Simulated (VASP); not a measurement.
Write the native input for VASP 6.6.1 that does the following.

```
Task                   : single point
Functional             : PBE
Potentials or basis    : VASP PAW PBE potentials, release 64 (Ta_pv, N)
Cutoff                 : 520 eV
k mesh                 : 10 × 10 × 10
Occupations            : fermi-dirac, width 0.05 eV
Spin                   : no spin polarisation
Dipole correction      : no
Further INCAR settings : ALGO = Normal; EDIFF = 1e-07; NBANDS = 15
```

The structure of TaN lies in POSCAR:

```
TaN
1.0
    2.7323076900      0.0000000000      0.0000000000
    0.0000000000      2.7323076900      0.0000000000
    0.0000000000      0.0000000000      2.7323076900
Ta N
1 1
Direct
    0.0000000000      0.0000000000      0.0000000000
    0.5000000000      0.5000000000      0.5000000000
```

One way to write it, as run:

INCAR

```
ALGO = Normal
EDIFF = 1E-7
ENCUT = 520
GGA = PE
ISIF = 2
ISMEAR = -1
LASPH = T
LCHARG = F
LREAL = F
LWAVE = F
NBANDS = 15
NELM = 100
PREC = Accurate
SIGMA = 0.05
```

KPOINTS

```
k-points
0
Gamma
  10 10 10
```

Potentials or basis: VASP PAW PBE potentials, release 64 (Ta_pv, N).

Launch:

```sh
$ cat potpaw_PBE.64/Ta_pv/POTCAR potpaw_PBE.64/N/POTCAR > POTCAR
$ mpirun -np 1 vasp_std > vasp.out
```

It gave:

```json
{
 "Pressure": "6.8 GPa",
 "Band gap on the k mesh": "zero (band 8 reaches 15.72 eV, above the bottom of band 9 at 6.77 eV)"
}
```

Caveat: spin-orbit coupling is left out, which moves the levels of the heavy elements.

Run time: 12 s on 1 thread of Intel(R) Xeon(R) Platinum 8488C (Sapphire Rapids), on a shared host, peak memory 0.13 GiB.
